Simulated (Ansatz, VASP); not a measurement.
## CaSe: VASP beside Ansatz

INCAR

```
SYSTEM = CaSe
  PREC = Accurate
  ENCUT = 520
  EDIFF = 1E-6
  ISMEAR = -1
  SIGMA = 0.02
  LREAL = .FALSE.
  LASPH = .TRUE.
  NELM = 100
  ALGO = Normal
  ISIF = 2
  LWAVE = .FALSE.
  LCHARG = .TRUE.
  GGA = PE
  LELF = .TRUE.
  LVHAR = .TRUE.
  NBANDS = 15
```

The input KPOINTS:

```
Automatic mesh
0
G
  8 8 8
  0 0 0
```

File POSCAR:

```
CaSe
1.0
    3.8503276646      0.0000000000      0.0000000000
    0.0000000000      3.8503276646      0.0000000000
    0.0000000000      0.0000000000      3.6347849189
Ca Se
1 1
Direct
    0.0000000000      0.0000000000      0.0000000000
    0.5000000000      0.5000000000      0.5000000000
```

Input for Ansatz:

```yaml
crystal:
  lattice:
    - [3.8503276646, 0.0, 0.0]
    - [0.0, 3.8503276646, 0.0]
    - [0.0, 0.0, 3.6347849189]
  atoms:
    - { symbol: Ca, position: [0.0, 0.0, 0.0] }
    - { symbol: Se, position: [0.5, 0.5, 0.5] }
kpoints:
  mp_grid: { grid: [8, 8, 8] }
  band_path:
    path: [[0.0, 0.0, 0.0], [0.0, 0.5, 0.0], [0.5, 0.5, 0.0], [0.5, 0.5, 0.5]]
    npoints: 1
hamiltonian:
  xc: pbe
scf:
  occupations: { method: fermi_dirac, width: 0.02 }
  n_extra_bands: 4
output:
  forces: true
  stress: true
  eigenvalues: true
```

Change from the starting cell: biaxial_xy strain +5.9%.

Alike in both runs: task single point; functional PBE; k mesh 8 × 8 × 8; occupations fermi-dirac, width 0.02 eV; no spin polarisation.

```csv
,VASP,Ansatz
version,VASP 6.6.1,Ansatz 0.2.0
potentials or method,"VASP PAW PBE potentials, release 64 (Ca_sv, Se)","plane waves, PAW"
plane-wave cutoff (eV),520,420
valence electrons in the cell,16,26
```

```csv
,VASP,Ansatz,Ansatz less VASP
pressure (GPa),-4.0,-4.1,-0.12
"traceless stress, the component that is largest in VASP (GPa)",5.13,5.14,+0.003
```

VASP's potentials hold 16 valence electrons a cell and Ansatz's 26, so a difference there can come from the potentials and not from the codes.
